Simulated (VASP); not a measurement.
Input of a VASP 6.6.1 run:

Contents of INCAR:

```
SYSTEM = ZnF2
PREC     = Accurate       ! precision mode
ENCUT    = 600            ! plane-wave cutoff, eV
EDIFF    = 1E-6           ! SCF threshold, eV
ISMEAR   = -1             ! smearing method
SIGMA    = 0.05           ! smearing width, eV
LREAL    = .FALSE.        ! projectors in reciprocal space
LASPH    = .TRUE.         ! aspherical terms in the spheres
NELM     = 120            ! most SCF steps
ALGO     = Normal         ! electronic algorithm
ISIF     = 2              ! what is computed and relaxed
LWAVE    = .FALSE.        ! write WAVECAR
LCHARG   = .TRUE.         ! write CHGCAR
GGA      = PS             ! functional
LELF     = .TRUE.         ! ELF
LVHAR    = .TRUE.       
NBANDS   = 35             ! bands
GGA_COMPAT= .FALSE.
```

KPOINTS

```
Automatic mesh
0
G
  6 6 9
  0 0 0
```

POSCAR

```
ZnF2
1.0
    4.6732232096      0.0000000000      0.0000000000
    0.0000000000      4.6732232096      0.0000000000
    0.0000000000      0.0000000000      3.1127671515
Zn F
2 4
Direct
    0.5000000000      0.5000000000      0.5000000000
    0.0000000000      0.0000000000      0.0000000000
    0.8024000000      0.1976000000      0.5000000000
    0.6976000000      0.6976000000      0.0000000000
    0.1976000000      0.8024000000      0.5000000000
    0.3024000000      0.3024000000      0.0000000000
```

Potentials or basis: VASP PAW PBE potentials, release 64 (Zn, F).

Launch:

```bash
$ cat potpaw_PBE.64/Zn/POTCAR potpaw_PBE.64/F/POTCAR > POTCAR
$ mpirun -np 1 vasp_std > vasp.out
```

Question: What does it give for the band gap on the k mesh?

Answer: 3.36 eV.

Question: What does it give for the pressure?

Answer: 3.4 GPa.

Question: Predict the largest force.

Answer: 0.033 eV/Å.

Forces in eV/Å, atoms in the order of the input:
```
Zn   0.000  0.000  0.000
Zn   0.000  0.000  0.000
F    0.024 -0.024  0.000
F   -0.024 -0.024  0.000
F   -0.024  0.024  0.000
F    0.024  0.024  0.000
```

Caveat: the cell stands under pressure; the PAW data sets were made with another functional, which shifts forces and pressure a little; an odd mesh through Γ misses points on the zone boundary, where band edges can lie.
